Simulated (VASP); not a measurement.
# Ni (Fm-3m) in VASP: notebook

The runs below take Ni through single point, with PBE.

All numbers are computed with VASP 6.6.1; they aren't measurements. Logs are shortened: lines on timing, memory, paths and dates and some standing lists are left out, and cuts for length are marked.

**1. The cell of the first run**

Symmetry: Fm-3m, No. 225, cubic system. Conventional cell: a = 3.528 Å, b = 3.528 Å, c = 3.528 Å, α = 90.00°, β = 90.00°, γ = 90.00°. Within 3.3 Å of Ni (site symmetry m-3m) lie 12 Ni at 2.49 Å.

**2. Single point, PBE, collinear spin, ferromagnetic start**

Contents of INCAR:

```
  PREC = Accurate
  ENCUT = 600
  EDIFF = 1E-6
  ISMEAR = -1
  SIGMA = 0.1
  LREAL = False
  LASPH = True
  NELM = 200
  ALGO = Normal
  ISIF = 2
  LWAVE = False
  LCHARG = False
  ISPIN = 2
  MAGMOM = 2
  LORBIT = 11
  LMAXMIX = 4
  GGA = PE
  NBANDS = 15
  GGA_COMPAT = False
```

Contents of KPOINTS:

```
Automatic mesh
0
Gamma
  14 14 14
```

Contents of POSCAR:

```
Ni
1.0
    0.0000000000      1.7638000000      1.7638000000
    1.7638000000      0.0000000000      1.7638000000
    1.7638000000      1.7638000000      0.0000000000
Ni
1
Direct
    0.0000000000      0.0000000000      0.0000000000
```

Potentials or basis: VASP PAW PBE potentials, release 64 (Ni).

The run is started by

```bash
$ cat potpaw_PBE.64/Ni/POTCAR > POTCAR
$ mpirun -np 1 vasp_std > vasp.out
```

OUTCAR:

```text
PREC = Accurate
   ENCUT = 600
   EDIFF = 1E-6
   ISMEAR = -1
   LREAL = False
   LASPH = True
   NELM = 200
   ISIF = 2
   ISPIN = 2
   LORBIT = 11
   GGA = PE

 ion  position               nearest neighbor table
   1  0.000  0.000  0.000-

  LATTYP: Found a face centered cubic cell.
 ALAT       =     3.5276000000

  Lattice vectors:

 A1 = (   0.0000000000,   1.7638000000,   1.7638000000)
 A2 = (   1.7638000000,   0.0000000000,   1.7638000000)
 A3 = (   1.7638000000,   1.7638000000,   0.0000000000)

Analysis of symmetry for initial positions (statically):
=====================================================================
 Subroutine PRICEL returns:
 Original cell was already a primitive cell.

 Routine SETGRP: Setting up the symmetry group for a
 face centered cubic supercell.

 Subroutine GETGRP returns: Found 48 space group operations
 (whereof 48 operations were pure point group operations)
 out of a pool of 48 trial point group operations.

The static configuration has the point symmetry O_h .

Analysis of symmetry for dynamics (positions and initial velocities):
=====================================================================
 Subroutine PRICEL returns:
 Original cell was already a primitive cell.

 Routine SETGRP: Setting up the symmetry group for a
 face centered cubic supercell.

 Subroutine GETGRP returns: Found 48 space group operations
 (whereof 48 operations were pure point group operations)
 out of a pool of 48 trial point group operations.

The dynamic configuration has the point symmetry O_h .

Analysis of structural, dynamic, and magnetic symmetry:
=====================================================================
 Subroutine PRICEL returns:
 Original cell was already a primitive cell.

 Routine SETGRP: Setting up the symmetry group for a
 face centered cubic supercell.

 Subroutine GETGRP returns: Found 48 space group operations
 (whereof 48 operations were pure point group operations)
 out of a pool of 48 trial point group operations.

The overall configuration has the point symmetry O_h .

 Subroutine INISYM returns: Found 48 space group operations
 (whereof 48 operations are pure point group operations),
 and found     1 'primitive' translations

----------------------------------------------------------------------------------------

                                     Primitive cell

  volume of cell :      10.9743

  direct lattice vectors                    reciprocal lattice vectors
     0.000000000  1.763800000  1.763800000    -0.283478852  0.283478852  0.283478852
     1.763800000  0.000000000  1.763800000     0.283478852 -0.283478852  0.283478852
     1.763800000  1.763800000  0.000000000     0.283478852  0.283478852 -0.283478852

[... 116 lines left out ...]
   NGX =  9   NGY =  9   NGZ =  9

 number of electron      10.0000010 magnetization       0.5995563

 Free energy of the ion-electron system (eV)
  ---------------------------------------------------
  ext. energy  EPLUGINS =         0.00000000
  ---------------------------------------------------
  free energy    TOTEN  =        -5.49663393 eV

  energy without entropy =       -5.43969361  energy(sigma->0) =       -5.46816377

 E-fermi :   9.2388     XC(G=0): -13.2043

 val. band max:        9.2378666601   @ k =  -0.3571   0.2143   0.0714
 cond. band min:       9.2441652456   @ k =   0.3571   0.2143   0.0000
 fundamental gap:      0.0062985854
 Fermi energy:         9.2387804885

 spin component 1

 k-point     1 :       0.0000    0.0000    0.0000
  band No.  band energies     occupation
      1       0.3052      1.00000
      2       6.8675      1.00000
      3       6.8675      1.00000
      4       6.8675      1.00000
      5       8.0135      1.00000
      6       8.0135      1.00000
      7      32.9056      0.00000
      8      36.6964      0.00000
      9      36.6964      0.00000
     10      36.6964      0.00000
     11      39.6143      0.00000
     12      39.6143      0.00000
     13      39.6143      0.00000
     14      42.5917      0.00000
[... 403 lines left out ...]
      4       7.3584      1.00000
      5       7.9777      1.00000
      6       8.3408      0.99987
      7      24.6877      0.00000
      8      30.1691      0.00000
      9      30.9348      0.00000
     10      33.5575      0.00000
     11      38.5448      0.00000
     12      42.6141      0.00000
     13      44.5680      0.00000
     14      46.6876      0.00000
     15      51.0982      0.00000

 [... further k-points ...]

 spin component 2

 k-point     1 :       0.0000    0.0000    0.0000
  band No.  band energies     occupation
      1       0.2681      1.00000
      2       7.5800      1.00000
      3       7.5800      1.00000
      4       7.5800      1.00000
      5       8.5894      0.99849
      6       8.5894      0.99849
      7      32.7420      0.00000
      8      36.6800      0.00000
      9      36.6801      0.00000
     10      36.6801      0.00000
     11      39.7047      0.00000
     12      39.7047      0.00000
     13      39.7047      0.00000
     14      42.4652      0.00000
[... 403 lines left out ...]
      4       8.0454      0.99999
      5       8.6265      0.99781
      6       8.9734      0.93425
      7      24.7980      0.00000
      8      30.2461      0.00000
      9      30.8943      0.00000
     10      33.6166      0.00000
     11      38.6570      0.00000
     12      42.5742      0.00000
     13      44.5387      0.00000
     14      46.6916      0.00000
     15      51.1875      0.00000

 [... further k-points ...]
[... 5 lines left out ...]
  --------------------------------------------------------------------------------------
  -------------------------------------------------------------------------------------
  Total       -0.0837156     -0.0837156     -0.0837156     -0.0000000      0.0000000     -0.0000000
  in kB      -12.2219042    -12.2219042    -12.2219042     -0.0000000      0.0000000     -0.0000000
  external PRESSURE =     -12.2219042 kB  Pullay stress =       0.0000000 kB

 VOLUME and BASIS-vectors are now :
 -----------------------------------------------------------------------------
  energy-cutoff  :      600.00
  volume of cell :       10.97
      direct lattice vectors                 reciprocal lattice vectors
     0.000000000  1.763800000  1.763800000    -0.283478852  0.283478852  0.283478852
     1.763800000  0.000000000  1.763800000     0.283478852 -0.283478852  0.283478852
     1.763800000  1.763800000  0.000000000     0.283478852  0.283478852 -0.283478852

 POSITION                                       TOTAL-FORCE (eV/Angst)
 -----------------------------------------------------------------------------------
      0.00000      0.00000      0.00000         0.000000      0.000000      0.000000
 -----------------------------------------------------------------------------------
    total drift:                                0.000000      0.000000      0.000000

  FREE ENERGIE OF THE ION-ELECTRON SYSTEM (eV)
  ---------------------------------------------------
  free  energy   TOTEN  =        -5.4966339332 eV

  energy  without entropy=       -5.4396936098  energy(sigma->0) =       -5.46816377

 total charge

# of ion       s       p       d       tot
------------------------------------------
    1        0.493   0.490   8.311   9.295

 magnetization (x)

# of ion       s       p       d       tot
------------------------------------------
    1       -0.007  -0.025   0.643   0.611
```

OSZICAR:

```text
N       E                     dE             d eps       ncg     rms          rms(c)
DAV:   1     0.370533202344E+02    0.37053E+02   -0.49526E+03  6605   0.103E+03
DAV:   2    -0.471333643483E+01   -0.41767E+02   -0.38481E+02  6996   0.176E+02
DAV:   3    -0.633138726646E+01   -0.16181E+01   -0.16100E+01  7689   0.333E+01
DAV:   4    -0.634149392706E+01   -0.10107E-01   -0.10105E-01  7598   0.253E+00
DAV:   5    -0.634161803486E+01   -0.12411E-03   -0.12411E-03  7902   0.253E-01    0.110E+01
DAV:   6    -0.587633992698E+01    0.46528E+00   -0.13168E+01  9005   0.419E+01    0.636E+00
DAV:   7    -0.551121154494E+01    0.36513E+00   -0.26403E+00  8306   0.161E+01    0.176E+00
DAV:   8    -0.550046379107E+01    0.10748E-01   -0.22754E-02  7413   0.931E-01    0.954E-01
DAV:   9    -0.549754818269E+01    0.29156E-02   -0.16538E-03  9811   0.246E-01    0.341E-01
DAV:  10    -0.549662486943E+01    0.92331E-03   -0.14250E-03  9334   0.225E-01    0.453E-02
DAV:  11    -0.549663312552E+01   -0.82561E-05   -0.20087E-05  7685   0.318E-02    0.260E-02
DAV:  12    -0.549663393316E+01   -0.80764E-06   -0.66047E-06  7773   0.205E-02
   1 F= -.54966339E+01 E0= -.54681638E+01  d E =-.569403E-01  mag=     0.5986
```

It took 16 s on 1 thread of Intel Xeon 6975P-C (Granite Rapids), shared host; peak memory 0.15 GiB.

Results:

| Quantity | Value |
| --- | --- |
| Free energy | -5.4966 eV |
| Pressure | -1.2 GPa |
| Net moment | 0.60 μB per cell |
| Site moments | Ni +0.61 μB |
| Valence electrons inside the program's atomic spheres | Ni 9.29 |

**3. Single point, PBE, collinear spin, ferromagnetic start**

Contents of INCAR:

```
ALGO = Normal
EDIFF = 1E-6
ENCUT = 600
GGA = PE
GGA_COMPAT = False
ISIF = 2
ISMEAR = -1
ISPIN = 2
LASPH = True
LCHARG = False
LMAXMIX = 4
LORBIT = 11
LREAL = False
LWAVE = False
MAGMOM = 2
NBANDS = 15
NELM = 200
PREC = Accurate
SIGMA = 0.01
```

Contents of KPOINTS:

```
k-points
0
Gamma
  14 14 14
```

POSCAR is that of step 2.

Potentials or basis: VASP PAW PBE potentials, release 64 (Ni).

The run is started by

```bash
$ cat potpaw_PBE.64/Ni/POTCAR > POTCAR
$ mpirun -np 1 vasp_std > vasp.out
```

OUTCAR:

```text
EDIFF = 1E-6
   ENCUT = 600
   GGA = PE
   ISIF = 2
   ISMEAR = -1
   ISPIN = 2
   LASPH = True
   LORBIT = 11
   LREAL = False
   NELM = 200
   PREC = Accurate

 ion  position               nearest neighbor table
   1  0.000  0.000  0.000-

  LATTYP: Found a face centered cubic cell.
 ALAT       =     3.5276000000

  Lattice vectors:

 A1 = (   0.0000000000,   1.7638000000,   1.7638000000)
 A2 = (   1.7638000000,   0.0000000000,   1.7638000000)
 A3 = (   1.7638000000,   1.7638000000,   0.0000000000)

Analysis of symmetry for initial positions (statically):
=====================================================================
 Subroutine PRICEL returns:
 Original cell was already a primitive cell.

 Routine SETGRP: Setting up the symmetry group for a
 face centered cubic supercell.

 Subroutine GETGRP returns: Found 48 space group operations
 (whereof 48 operations were pure point group operations)
 out of a pool of 48 trial point group operations.

The static configuration has the point symmetry O_h .

Analysis of symmetry for dynamics (positions and initial velocities):
[... 620 lines left out ...]
      4       7.5776      1.00000
      5       8.5716      1.00000
      6       8.5716      1.00000
      7      32.7354      0.00000
      8      36.6741      0.00000
      9      36.6741      0.00000
     10      36.6741      0.00000
     11      39.6992      0.00000
     12      39.6992      0.00000
     13      39.6992      0.00000
     14      42.4684      0.00000
[... 403 lines left out ...]
      4       8.0391      1.00000
      5       8.6189      1.00000
      6       8.9595      1.00000
      7      24.7930      0.00000
      8      30.2405      0.00000
      9      30.8900      0.00000
     10      33.6106      0.00000
     11      38.6516      0.00000
     12      42.5696      0.00000
     13      44.5337      0.00000
     14      46.6866      0.00000
     15      51.1803      0.00000

 [... further k-points ...]
[... 5 lines left out ...]
  --------------------------------------------------------------------------------------
  -------------------------------------------------------------------------------------
  Total       -0.1329391     -0.1329391     -0.1329391      0.0000000      0.0000000      0.0000000
  in kB      -19.4082009    -19.4082009    -19.4082009      0.0000000      0.0000000      0.0000000
  external PRESSURE =     -19.4082009 kB  Pullay stress =       0.0000000 kB

 VOLUME and BASIS-vectors are now :
 -----------------------------------------------------------------------------
  energy-cutoff  :      600.00
  volume of cell :       10.97
      direct lattice vectors                 reciprocal lattice vectors
     0.000000000  1.763800000  1.763800000    -0.283478852  0.283478852  0.283478852
     1.763800000  0.000000000  1.763800000     0.283478852 -0.283478852  0.283478852
     1.763800000  1.763800000  0.000000000     0.283478852  0.283478852 -0.283478852

 POSITION                                       TOTAL-FORCE (eV/Angst)
 -----------------------------------------------------------------------------------
      0.00000      0.00000      0.00000         0.000000     -0.000000      0.000000
 -----------------------------------------------------------------------------------
    total drift:                                0.000000     -0.000000     -0.000000

  FREE ENERGIE OF THE ION-ELECTRON SYSTEM (eV)
  ---------------------------------------------------
  free  energy   TOTEN  =        -5.4662100398 eV

  energy  without entropy=       -5.4656043912  energy(sigma->0) =       -5.46590722

 total charge

# of ion       s       p       d       tot
------------------------------------------
    1        0.493   0.490   8.312   9.295

 magnetization (x)

# of ion       s       p       d       tot
------------------------------------------
    1       -0.008  -0.027   0.634   0.599
```

OSZICAR:

```text
N       E                     dE             d eps       ncg     rms          rms(c)
DAV:   1     0.370618199366E+02    0.37062E+02   -0.49526E+03  6605   0.103E+03
DAV:   2    -0.468846223183E+01   -0.41750E+02   -0.38476E+02  6996   0.176E+02
DAV:   3    -0.630677527278E+01   -0.16183E+01   -0.16092E+01  7689   0.333E+01
DAV:   4    -0.631690077720E+01   -0.10126E-01   -0.10124E-01  7598   0.253E+00
DAV:   5    -0.631702534965E+01   -0.12457E-03   -0.12457E-03  7902   0.253E-01    0.110E+01
DAV:   6    -0.584404343172E+01    0.47298E+00   -0.13214E+01  9005   0.419E+01    0.631E+00
DAV:   7    -0.548087194768E+01    0.36317E+00   -0.26205E+00  8306   0.161E+01    0.178E+00
DAV:   8    -0.546973964147E+01    0.11132E-01   -0.21573E-02  7379   0.909E-01    0.955E-01
DAV:   9    -0.546692293734E+01    0.28167E-02   -0.17289E-03  9821   0.243E-01    0.335E-01
DAV:  10    -0.546623823526E+01    0.68470E-03   -0.79628E-04 10146   0.163E-01    0.664E-02
DAV:  11    -0.546620761944E+01    0.30616E-04   -0.84271E-05  9851   0.469E-02    0.376E-02
DAV:  12    -0.546620868785E+01   -0.10684E-05   -0.12142E-05  6945   0.248E-02    0.137E-02
DAV:  13    -0.546620992823E+01   -0.12404E-05   -0.57408E-07  5696   0.664E-03    0.856E-03
DAV:  14    -0.546621003981E+01   -0.11158E-06   -0.39561E-07  4758   0.493E-03
   1 F= -.54662100E+01 E0= -.54659072E+01  d E =-.605649E-03  mag=     0.5852
```

stdout:

```text
POSCAR found type information on POSCAR Ni
 POSCAR found :  1 types and       1 ions
 scaLAPACK will be used
 LDA part: xc-table for (Slater+PW92), standard interpolation
 POSCAR, INCAR and KPOINTS ok, starting setup
 FFT: planning ... GRIDC
 FFT: planning ... GRID_SOFT
 FFT: planning ... GRID
 WAVECAR not read
 entering main loop
```

Wall time 20 s (1 thread of Intel Xeon 6975P-C (Granite Rapids), shared host); peak memory 0.15 GiB.

Results:

| Property | Result |
| --- | --- |
| Free energy | -5.4662 eV |
| Pressure | -1.9 GPa |
| Net moment | 0.59 μB per cell |
| Site moments | Ni +0.60 μB |
| Valence electrons inside the program's atomic spheres | Ni 9.29 |

Levels at points of the mesh, in eV from the Fermi level:
Spin up:
```tsv
k point	band 2	band 3	band 4	band 5	band 6	band 7	band 8	band 9
(0.00, 0.00, 0.00)	-2.40	-2.40	-2.40	-1.23	-1.23	23.65	27.44	27.44
(0.50, 0.00, 0.00)	-2.38	-2.38	-0.59	-0.59	-0.28	5.61	22.14	24.52
(0.50, 0.50, 0.00)	-4.14	-0.54	-0.46	-0.46	2.44	9.15	14.74	14.74
```
Spin down:
```csv
k point,band 3,band 4,band 5,band 6,band 7,band 8
"(0.00, 0.00, 0.00)",-1.68,-1.68,-0.69,-0.69,23.47,27.41
"(0.50, 0.00, 0.00)",-1.80,-0.35,0.12,0.12,6.00,21.99
"(0.50, 0.50, 0.00)",0.03,0.36,0.36,2.39,9.37,14.74
```
